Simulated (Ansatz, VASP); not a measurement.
**Two plane-wave programs on Ge**

INCAR

```
SYSTEM = Ge
  PREC = Accurate
  ENCUT = 520
  EDIFF = 1E-6
  ISMEAR = 0
  SIGMA = 0.1
  LREAL = .False.
  LASPH = .True.
  NELM = 100
  ALGO = Fast
  ISIF = 2
  LWAVE = .False.
  LCHARG = .False.
  LDIPOL = .True.
  IDIPOL = 3
  DIPOL = 0.5 0.5 0.500
  GGA = PS
  NBANDS = 81
```

Contents of KPOINTS:

```
regular mesh
0
Gamma
  9 9 1
  0 0 0
```

POSCAR

```
Ge
1.0
    3.9969678635      0.0000000000      0.0000000000
   -1.9984839317      3.4614757079      0.0000000000
    0.0000000000      0.0000000000     36.0227094328
Ge
10
Direct
    0.6666666667      0.3333333333      0.3053629273
    0.3333333333      0.6666666667      0.3284033695
    0.3333333333      0.6666666667      0.3969213531
    0.6666666667      0.3333333333      0.4199617953
    0.6666666667      0.3333333333      0.4884797789
    0.3333333333      0.6666666667      0.5115202211
    0.3333333333      0.6666666667      0.5800382047
    0.6666666667      0.3333333333      0.6030786469
    0.6666666667      0.3333333333      0.6715966305
    0.3333333333      0.6666666667      0.6946370727
```

Input for Ansatz:

```yaml
crystal:
  lattice:
    - [3.9969678635, 0.0, 0.0]
    - [-1.9984839317, 3.4614757079, 0.0]
    - [0.0, 0.0, 36.0227094328]
  atoms:
    - { symbol: Ge, position: [0.6666666667, 0.3333333333, 0.3053629273] }
    - { symbol: Ge, position: [0.3333333333, 0.6666666667, 0.3284033695] }
    - { symbol: Ge, position: [0.3333333333, 0.6666666667, 0.3969213531] }
    - { symbol: Ge, position: [0.6666666667, 0.3333333333, 0.4199617953] }
    - { symbol: Ge, position: [0.6666666667, 0.3333333333, 0.4884797789] }
    - { symbol: Ge, position: [0.3333333333, 0.6666666667, 0.5115202211] }
    - { symbol: Ge, position: [0.3333333333, 0.6666666667, 0.5800382047] }
    - { symbol: Ge, position: [0.6666666667, 0.3333333333, 0.6030786469] }
    - { symbol: Ge, position: [0.6666666667, 0.3333333333, 0.6715966305] }
    - { symbol: Ge, position: [0.3333333333, 0.6666666667, 0.6946370727] }
basis:
  ecutwfc: 420
kpoints:
  mp_grid: { grid: [9, 9, 1] }
hamiltonian:
  xc: pbesol
scf:
  occupations: { method: gaussian, width: 0.1 }
output:
  forces: true
  stress: true
  eigenvalues: true
  write_density: true
  write_potential: true
  elf: true
  volumetric_format: npy
efield:
  axis: 3
  dipole_correction: true
  ramp_width: 0.04
```

Alike in both runs: task single point; functional PBEsol; k mesh 9 × 9 × 1; occupations gaussian, width 0.1 eV; no spin polarisation.

|  | VASP | Ansatz |
| --- | --- | --- |
| version | VASP 6.6.1 | Ansatz 0.2.0 |
| potentials or method | VASP PAW PBE potentials, release 64 (Ge_d), cutoff 520 eV | scalar-relativistic, plane waves, PAW |
| valence electrons in the cell | 140 | 140 |

VASP gave:

```
gap on the k mesh at the Fermi level (eV) : none
rms of the force components (eV/Å)        : 0.071
```

**Question.** What did Ansatz give for the same quantities?

**Answer.** gap on the k mesh at the Fermi level (eV): none; rms of the force components (eV/Å): 0.070.

VASP's potentials were made for PBE, not for PBEsol. Atom by atom the forces differ by 0.002 eV/Å (rms over components). A gap of «none» marks a metal or a gap that the smearing closes. Ansatz's warnings: xc potential rough in thin density.
